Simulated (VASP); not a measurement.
Write the native input for VASP 6.6.1 that does the following.

- Task: single point
- Functional: r2SCAN
- Potentials or basis: VASP PAW PBE potentials, release 64 (C)
- Cutoff: 520 eV
- k mesh: 18 × 18 × 2
- Occupations: gaussian, width 0.01 eV
- Spin: no spin polarisation
- Dipole correction: no
- Further INCAR settings: ALGO = Normal; EDIFF = 1e-06; NBANDS = 36

Crystal: C.

```
C
1.0
     2.43117    0.00000    0.00000
    -1.21559    2.10546    0.00000
     0.00000    0.00000   21.70028
C
12
Direct
  0.00000 0.00000 0.91888
  0.33333 0.66667 0.91887
  0.00000 0.00000 0.74779
  0.33333 0.66667 0.74779
  0.66667 0.33333 0.25221
  0.00000 0.00000 0.25221
  0.66667 0.33333 0.08113
  0.00000 0.00000 0.08112
  0.33333 0.66667 0.58554
  0.66667 0.33333 0.58554
  0.33333 0.66667 0.41446
  0.66667 0.33333 0.41446
```

This cell differs from its parent crystal: biaxial strain in the a-b plane: -1.0 %, then relaxed in part.

The input as run:

POSCAR

```
C
1.0
    2.4311718033      0.0000000000      0.0000000000
   -1.2155859016      2.1054565426      0.0000000000
    0.0000000000      0.0000000000     21.7002802508
C
12
Direct
    0.0000000000      0.0000000000      0.9188782150
    0.3333333333      0.6666666667      0.9188746139
    0.0000000000      0.0000000000      0.7477920528
    0.3333333333      0.6666666667      0.7477884517
    0.6666666667      0.3333333333      0.2522115483
    0.0000000000      0.0000000000      0.2522079472
    0.6666666667      0.3333333333      0.0811253861
    0.0000000000      0.0000000000      0.0811217850
    0.3333333333      0.6666666667      0.5855448816
    0.6666666667      0.3333333333      0.5855412806
    0.3333333333      0.6666666667      0.4144587194
    0.6666666667      0.3333333333      0.4144551184
```

INCAR.step1

```
PREC = Accurate
ENCUT = 520
ISMEAR = 0
SIGMA = 0.01
LREAL = F
LASPH = T
NELM = 80
NBANDS = 36
GGA = PE
ALGO = Normal
EDIFF = 1E-4
LWAVE = T
LCHARG = F
```

INCAR.step2

```
PREC = Accurate
ENCUT = 520
EDIFF = 1E-6
ISMEAR = 0
SIGMA = 0.01
LREAL = F
LASPH = T
NELM = 80
ALGO = Normal
ISIF = 2
LWAVE = F
LCHARG = F
METAGGA = R2SCAN
LMIXTAU = T
NBANDS = 36
ISTART = 1
```

KPOINTS

```
Automatic mesh
0
Gamma
  18 18 2
```

Potentials or basis: VASP PAW PBE potentials, release 64 (C).

Run with:

```bash
$ cat potpaw_PBE.64/C/POTCAR > POTCAR
$ cp INCAR.step1 INCAR
$ mpirun -np 1 vasp_std > vasp.out
$ cp INCAR.step2 INCAR
$ mpirun -np 1 vasp_std > vasp.out
```

It gave:

The pressure is 9.0 GPa.

Caveat: the cell differs from its parent crystal (biaxial strain in the a-b plane: -1.0 %, then relaxed in part); the cell stands under pressure; the PAW data sets were made with another functional, which shifts forces and pressure a little.

It took 8.5 min on 1 thread of Intel(R) Xeon(R) 6975P-C (Granite Rapids) (shared host), peak memory 0.35 GiB.
